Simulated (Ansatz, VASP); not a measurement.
## BiB: VASP beside Ansatz

```
B Bi
1.0
     0.00000    2.74487    2.74487
     2.74487    0.00000    2.74487
     2.74487    2.74487    0.00000
B Bi
1 1
Direct
  0.00000 0.00000 0.00000
  0.25000 0.25000 0.25000
```

Alike in both runs: task single point; functional PBEsol; k mesh 6 × 6 × 6; no spin polarisation.

|  | VASP | Ansatz |
| --- | --- | --- |
| version | VASP 6.6.1 | Ansatz 0.2.0 |
| potentials or method | VASP PAW PBE potentials, release 64 (B, Bi_d) | plane waves |
| plane-wave cutoff (eV) | 520 | 420 |
| occupations | gaussian, width 0.01 eV | fixed |
| valence electrons in the cell | 18 | 18 |

```tsv
	VASP	Ansatz	Ansatz less VASP
gap on the k mesh at the Fermi level (eV)	0.30	0.31	+0.004
pressure (GPa)	-1.7	-1.6	+0.04
```

VASP's potentials were made for PBE, not for PBEsol.

Neither program's run includes spin-orbit coupling.
